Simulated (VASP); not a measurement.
ZnS:

```
Zn S
1.0
     3.84551    0.00000    0.00000
    -1.92275    3.33031    0.00000
     0.00000    0.00000    6.30529
Zn S
2 2
Direct
  0.33333 0.66667 0.00522
  0.66667 0.33333 0.50522
  0.33333 0.66667 0.37978
  0.66667 0.33333 0.87978
```

```yaml
Program: VASP 6.6.1
Task: relaxation of cell and atoms
Functional: PBE
Dispersion: D3(BJ)
Potentials_or_basis: VASP PAW PBE potentials, release 64 (Zn, S)
Cutoff: 600 eV
k_mesh: 9 × 9 × 6
Occupations: gaussian, width 0.02 eV
Spin: no spin polarisation
```

At the start: pressure -2.5 GPa; volume 20.19 Å³/atom.

Problem. How do energy, volume and symmetry change on relaxing?

Solution. Over 8 steps the energy falls by 5.7 meV/atom and the volume is 19.48 Å³/atom (-3.5 %); space group P6_3mc (No. 186, to 0.1 Å) before and after.

The path:
| step | energy change (eV) | largest force (eV/Å) | pressure (GPa) | volume (Å³) |
| --- | --- | --- | --- | --- |
| 1 | 0.0000 | 0.0046 | -2.49 | 80.75 |
| 2 | -0.0207 | 0.0150 | 0.78 | 77.14 |
| 3 | -0.0227 | 0.0125 | 0.02 | 77.92 |
| 4 | -0.0227 | 0.0123 | -0.03 | 77.98 |
| 5 | -0.0227 | 0.0090 | -0.03 | 77.98 |
| 6 | -0.0228 | 0.0013 | -0.07 | 77.97 |
| 7 | -0.0227 | 0.0020 | 0.09 | 77.84 |
| 8 | -0.0228 | 0.0015 | 0.00 | 77.93 |

Final structure:
```xyz
4
Lattice="3.7973 0.0000 0.0000 -1.8986 3.2885 0.0000 0.0000 0.0000 6.2403" Properties=species:S:1:pos:R:3 pbc="T T T"
Zn    0.0000    2.1924    0.0351
Zn    1.8986    1.0962    3.1553
S     0.0000    2.1924    2.3674
S     1.8986    1.0962    5.4876
```
